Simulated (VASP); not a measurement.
Write the native input for VASP 6.6.1 that does the following.

```yaml
Task: relaxation of cell and atoms
Functional: PBE
Potentials_or_basis: VASP PAW PBE potentials, release 64 (Si, Bi_d, Te)
Cutoff: 600 eV
k_mesh: 3 × 3 × 3
Occupations: gaussian, width 0.2 eV
Spin: no spin polarisation
Dipole_correction: no
Further_INCAR_settings: ALGO = Normal; EDIFF = 1e-06; IBRION = 2; EDIFFG = -0.08; NSW = 36; ISIF = 3
```

The structure of SiBi2Te5 lies in POSCAR:

```
SiBi2Te5
1.0
   -3.4769134800      3.4769134800      5.0534599400
    3.4769134800     -3.4769134800      5.0534599400
    3.4769134800      3.4769134800     -5.0534599400
Si Bi Te
1 2 5
Direct
    0.0076943500      0.0076943500      0.0000000000
    0.7493696300      0.2493696300      0.5000000000
    0.2493696300      0.7493696300      0.5000000000
    0.7727806000      0.2157532100      0.0000000000
    0.2157532100      0.2157532100      0.4429726200
    0.7727806000      0.7727806000      0.5570273800
    0.2157532100      0.7727806000      0.0000000000
    0.2394967500      0.2394967500      0.0000000000
```

The cell was generated, and may not be a known phase.

These files were run (other wordings do the same):

INCAR

```
SYSTEM = SiBi2Te5
PREC = Accurate ; ENCUT = 600
EDIFF = 1E-6 ; ISMEAR = 0
SIGMA = 0.2 ; LREAL = .False.
LASPH = .True. ; NELM = 60
ALGO = Normal ; ISIF = 3
LWAVE = .False. ; LCHARG = .False.
GGA = PE ; IBRION = 2
NSW = 36 ; EDIFFG = -0.08
```

KPOINTS

```
regular mesh
0
Gamma
  3 3 3
  0 0 0
```

Potentials or basis: VASP PAW PBE potentials, release 64 (Si, Bi_d, Te).

The run is started by

```console
$ cat potpaw_PBE.64/Si/POTCAR potpaw_PBE.64/Bi_d/POTCAR potpaw_PBE.64/Te/POTCAR > POTCAR
$ mpirun -np 1 vasp_std > vasp.out
```

It gave:

| Item | Value |
| --- | --- |
| Relaxed volume | 34.79 Å³/atom |
| Relaxed cell | a = 7.135 Å, b = 7.135 Å, c = 7.135 Å, α = 111.77°, β = 111.77°, γ = 104.96° |
| Space group after relaxing (to 0.1 Å) | I4mm (No. 107) |
| Energy gained by relaxing | 941.2 meV/atom |
| Ionic steps | 28 |
| Pressure after relaxing | 0.0 GPa |
| Largest force after relaxing | 0.065 eV/Å |
| Band gap on the k mesh | zero (bands 32 and 33 overlap by 0.28 eV) |

Caveat: the k points lie up to 0.36 Å⁻¹ apart in the final cell; spin-orbit coupling is left out, which moves the levels of the heavy elements; the relaxation stopped at a loose force limit of 0.08 eV/Å, so its end isn't a converged minimum.

Run time: 15 min on 1 thread of AMD EPYC 9R45 (Zen 5) (shared host), peak memory 0.46 GiB.
